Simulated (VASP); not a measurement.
# SiBF (Pmmm) in VASP: a series of runs

Runs on SiBF. Level: PBE. Tasks: single point.

Program: VASP 6.6.1. These are calculated values, not measurements. Logs are shortened: lines on timing, memory, paths and dates and some standing lists are left out, and cuts for length are marked.

### 1 The cell of the first run

It takes space group Pmmm (No. 47, orthorhombic). Conventional cell: a = 2.190 Å, b = 3.707 Å, c = 5.254 Å, α = 90.00°, β = 90.00°, γ = 90.00°. Within 2.5 Å of Si (site symmetry mmm) lie 2 F at 1.85 Å and 2 Si at 2.19 Å. Within 2.9 Å of B (site symmetry mmm) lie 2 B at 2.19 Å and 2 F at 2.63 Å. Within 2.5 Å of F (site symmetry mmm) lie 2 Si at 1.85 Å and 2 F at 2.19 Å.

The cell was built from a structure type or drawn by symmetry, and may not be a known phase.

### 2 Single point, PBE

Input file INCAR:

```
SYSTEM = SiBF
  PREC = Accurate
  ENCUT = 520
  EDIFF = 1E-6
  ISMEAR = 0
  SIGMA = 0.1
  LREAL = .FALSE.
  LASPH = .TRUE.
  NELM = 100
  ALGO = Normal
  ISIF = 2
  LWAVE = .FALSE.
  LCHARG = .FALSE.
  GGA = PE
  NBANDS = 14
```

Input file KPOINTS:

```
regular mesh
0
G
  8 4 4
  0 0 0
```

Input file POSCAR:

```
SiBF
1.0
    2.1896563170      0.0000000000      0.0000000000
    0.0000000000      3.7066495778      0.0000000000
    0.0000000000      0.0000000000      5.2540280115
Si B F
1 1 1
Direct
    0.0000000000      0.5000000000      0.0000000000
    0.0000000000      0.0000000000      0.5000000000
    0.0000000000      0.0000000000      0.0000000000
```

Potentials or basis: VASP PAW PBE potentials, release 64 (Si, B, F).

Launch:

```bash
cat potpaw_PBE.64/Si/POTCAR potpaw_PBE.64/B/POTCAR potpaw_PBE.64/F/POTCAR > POTCAR
mpirun -np 1 vasp_std > vasp.out
```

OUTCAR:

```text
SYSTEM = SiBF
   PREC = Accurate
   ENCUT = 520
   EDIFF = 1E-6
   ISMEAR = 0
   LREAL = .FALSE.
   LASPH = .TRUE.
   NELM = 100
   ISIF = 2
   GGA = PE

 ion  position               nearest neighbor table
   1  0.000  0.500  0.000-   3 1.85   3 1.85
   2  0.000  0.000  0.500-
   3  0.000  0.000  0.000-   1 1.85   1 1.85

  LATTYP: Found a simple orthorhombic cell.
 ALAT       =     2.1896563170
 B/A-ratio  =     1.6927997097
 C/A-ratio  =     2.3994761053

  Lattice vectors:

 A1 = (   2.1896563170,   0.0000000000,   0.0000000000)
 A2 = (   0.0000000000,   3.7066495778,   0.0000000000)
 A3 = (   0.0000000000,   0.0000000000,   5.2540280115)

Analysis of symmetry for initial positions (statically):
=====================================================================
 Subroutine PRICEL returns:
 Original cell was already a primitive cell.

 Routine SETGRP: Setting up the symmetry group for a
 simple orthorhombic supercell.

 Subroutine GETGRP returns: Found  8 space group operations
 (whereof  8 operations were pure point group operations)
 out of a pool of  8 trial point group operations.

The static configuration has the point symmetry D_2h.

Analysis of symmetry for dynamics (positions and initial velocities):
=====================================================================
 Subroutine PRICEL returns:
 Original cell was already a primitive cell.

 Routine SETGRP: Setting up the symmetry group for a
 simple orthorhombic supercell.

 Subroutine GETGRP returns: Found  8 space group operations
 (whereof  8 operations were pure point group operations)
 out of a pool of  8 trial point group operations.

The dynamic configuration has the point symmetry D_2h.

 Subroutine INISYM returns: Found  8 space group operations
 (whereof  8 operations are pure point group operations),
 and found     1 'primitive' translations

----------------------------------------------------------------------------------------

                                     Primitive cell

  volume of cell :      42.6432

  direct lattice vectors                    reciprocal lattice vectors
     2.189656317  0.000000000  0.000000000     0.456692675  0.000000000  0.000000000
     0.000000000  3.706649578  0.000000000     0.000000000  0.269785416  0.000000000
     0.000000000  0.000000000  5.254028011     0.000000000  0.000000000  0.190330162

  length of vectors
     2.189656317  3.706649578  5.254028011     0.456692675  0.269785416  0.190330162

  position of ions in fractional coordinates (direct lattice)
     0.000000000  0.500000000  0.000000000
[... 88 lines left out ...]
   POTIM  = 0.5000    time-step for ionic-motion
   TEBEG  =    0.0;   TEEND  =   0.0 temperature during run
   PSTRESS=    0.0 pullay stress
   NELECT =      14.0000    total number of electrons
   NUPDOWN=      -1.0000    fix difference up-down
   EMIN   =  10.00;   EMAX   =-10.00  energy-range for DOS
   EFERMI =   0.00;   METHOD = LEGACY
   ISMEAR =     0;   SIGMA  =   0.10  broadening in eV -4-tet -1-fermi 0-gaus
   EFERMI_NEDOS =   21; number of points for ismear=-14 and -15
   IALGO  =     38    algorithm
   IMIX   =      4    mixing-type and parameters
     AMIX     =   0.40;   BMIX     =  1.00
     AMIX_MAG =   1.60;   BMIX_MAG =  1.00
  volume/ion in A,a.u.               =      14.21        95.92
  Fermi-wavevector in a.u.,A,eV,Ry     =   1.129365  2.134190 17.353751  1.275465
  Thomas-Fermi vector in A             =   2.266058
   LORBIT       =      0    0 simple, 1 ext, 2 COOP (PROOUT), +10 PAW based schemes
   GGA     = PE    functional components
   LHFCALC =     F    Hartree Fock is set to
   AEXX    =    0.0000 exact exchange contribution
   IVDW    =     0    specifies the selected vdW correction
   LEPSILON=     F    determine dielectric tensor
   LRPA    =     F    only Hartree local field effects (RPA)
 non-spin polarized calculation
 Gauss-broadening in eV      SIGMA  =   0.10
  energy-cutoff  :      520.00
  volume of cell :       42.64
 maximum number of plane-waves:      1176
   NGX =  9   NGY = 13   NGZ = 19

 number of electron      13.9999997 magnetization

 Free energy of the ion-electron system (eV)
  ---------------------------------------------------
  ext. energy  EPLUGINS =         0.00000000
  ---------------------------------------------------
  free energy    TOTEN  =       -12.09686888 eV

  energy without entropy =      -12.09121585  energy(sigma->0) =      -12.09404236

 E-fermi :   4.3212     XC(G=0):  -9.6680

 val. band max:        4.3163563889   @ k =   0.1250   0.5000   0.2500
 cond. band min:       4.4104018086   @ k =   0.1250   0.2500   0.2500
 fundamental gap:      0.0940454197
 Fermi energy:         4.3211663263

 k-point     1 :       0.0000    0.0000    0.0000
  band No.  band energies     occupation
      1     -22.5967      2.00000
      2      -6.5173      2.00000
      3      -5.3890      2.00000
      4      -4.1234      2.00000
      5      -2.8628      2.00000
      6       0.0058      2.00000
      7       2.6896      2.00000
      8       4.8921      0.00000
      9       6.4812      0.00000
     10      10.4073      0.00000
     11      11.2893      0.00000
     12      11.5242      0.00000
     13      14.8209      0.00000
     14      14.9401      0.00000
[... 377 lines left out ...]
      1     -21.4717      2.00000
      2      -5.9799      2.00000
      3      -4.4865      2.00000
      4      -2.6713      2.00000
      5      -0.2640      2.00000
      6       0.4671      2.00000
      7       5.1886      0.00000
      8       5.4786      0.00000
      9       6.5761      0.00000
     10       7.8136      0.00000
     11       8.3639      0.00000
     12      11.3407      0.00000
     13      12.8302      0.00000
     14      15.2585      0.00000

 [... further k-points ...]
[... 5 lines left out ...]
  --------------------------------------------------------------------------------------
  -------------------------------------------------------------------------------------
  Total       -0.0249634      0.0479289     -0.0553066     -0.0000000      0.0000000      0.0000000
  in kB       -0.9379161      1.8007683     -2.0779633     -0.0000000      0.0000000      0.0000000
  external PRESSURE =      -0.4050370 kB  Pullay stress =       0.0000000 kB

 VOLUME and BASIS-vectors are now :
 -----------------------------------------------------------------------------
  energy-cutoff  :      520.00
  volume of cell :       42.64
      direct lattice vectors                 reciprocal lattice vectors
     2.189656317  0.000000000  0.000000000     0.456692675  0.000000000  0.000000000
     0.000000000  3.706649578  0.000000000     0.000000000  0.269785416  0.000000000
     0.000000000  0.000000000  5.254028011     0.000000000  0.000000000  0.190330162

 POSITION                                       TOTAL-FORCE (eV/Angst)
 -----------------------------------------------------------------------------------
      0.00000      1.85332      0.00000         0.000000      0.000000      0.000000
      0.00000      0.00000      2.62701         0.000000      0.000000      0.000000
      0.00000      0.00000      0.00000         0.000000      0.000000      0.000000
 -----------------------------------------------------------------------------------
    total drift:                                0.000000     -0.000000     -0.000000

  FREE ENERGIE OF THE ION-ELECTRON SYSTEM (eV)
  ---------------------------------------------------
  free  energy   TOTEN  =       -12.0968688771 eV

  energy  without entropy=      -12.0912158515  energy(sigma->0) =      -12.09404236
```

OSZICAR:

```text
N       E                     dE             d eps       ncg     rms          rms(c)
DAV:   1     0.378048989891E+02    0.37805E+02   -0.61226E+03  1276   0.867E+02
DAV:   2    -0.108577576066E+02   -0.48663E+02   -0.43801E+02  1638   0.161E+02
DAV:   3    -0.126015174261E+02   -0.17438E+01   -0.17329E+01  1572   0.290E+01
DAV:   4    -0.126094583705E+02   -0.79409E-02   -0.79396E-02  1530   0.229E+00
DAV:   5    -0.126095318533E+02   -0.73483E-04   -0.73482E-04  1560   0.216E-01    0.616E+00
DAV:   6    -0.121405841547E+02    0.46895E+00   -0.16896E+00  1362   0.122E+01    0.308E+00
DAV:   7    -0.121068593948E+02    0.33725E-01   -0.75090E-02  1392   0.238E+00    0.140E+00
DAV:   8    -0.120966706034E+02    0.10189E-01   -0.22977E-02  1458   0.111E+00    0.217E-01
DAV:   9    -0.120968467833E+02   -0.17618E-03   -0.25015E-03  1572   0.425E-01    0.852E-02
DAV:  10    -0.120968641305E+02   -0.17347E-04   -0.23208E-04  1542   0.117E-01    0.295E-02
DAV:  11    -0.120968677370E+02   -0.36066E-05   -0.20077E-05  1536   0.390E-02    0.110E-02
DAV:  12    -0.120968688712E+02   -0.11342E-05   -0.19047E-06  1336   0.105E-02    0.217E-03
DAV:  13    -0.120968688771E+02   -0.58607E-08   -0.33736E-07   738   0.561E-03
   1 F= -.12096869E+02 E0= -.12094042E+02  d E =-.565303E-02
```

Wall time 33 s (1 thread of Oxide Virtual Turin-like, shared host); peak memory 0.13 GiB.

Results:

```
Free energy            : -12.0969 eV
Pressure               : 0.0 GPa
Band gap on the k mesh : zero (bands 7 and 8 overlap by 2.72 eV)
```

Levels at points of the mesh, in eV from the Fermi level:
| k point | band 4 | band 5 | band 6 | band 7 | band 8 | band 9 | band 10 | band 11 |
| --- | --- | --- | --- | --- | --- | --- | --- | --- |
| (0.00, 0.00, 0.00) | -8.44 | -7.18 | -4.32 | -1.63 | 0.57 | 2.16 | 6.09 | 6.97 |
| (0.50, 0.00, 0.00) | -6.68 | -3.09 | -2.19 | -2.12 | 0.73 | 2.94 | 4.36 | 4.70 |
| (0.00, 0.50, 0.00) | -7.27 | -4.82 | -4.31 | -2.36 | -1.49 | 0.45 | 2.33 | 9.52 |
| (0.50, 0.50, 0.00) | -6.56 | -4.64 | -2.24 | -0.65 | 1.18 | 3.78 | 4.07 | 4.33 |
| (0.00, 0.00, 0.50) | -9.29 | -6.15 | -4.32 | -0.66 | -0.38 | 0.40 | 6.26 | 8.82 |
| (0.50, 0.00, 0.50) | -6.76 | -2.82 | -2.70 | -1.02 | -0.79 | 4.06 | 4.28 | 5.59 |
| (0.00, 0.50, 0.50) | -5.82 | -4.57 | -4.31 | -4.12 | -1.15 | 1.39 | 3.37 | 6.47 |
| (0.50, 0.50, 0.50) | -6.61 | -4.62 | -2.33 | -0.24 | 1.52 | 2.18 | 3.36 | 4.99 |

Caveat: the k points lie up to 0.42 Å⁻¹ apart, too coarse for converged energies and pressures of a metal.

(Continued in part 2 of 2.)
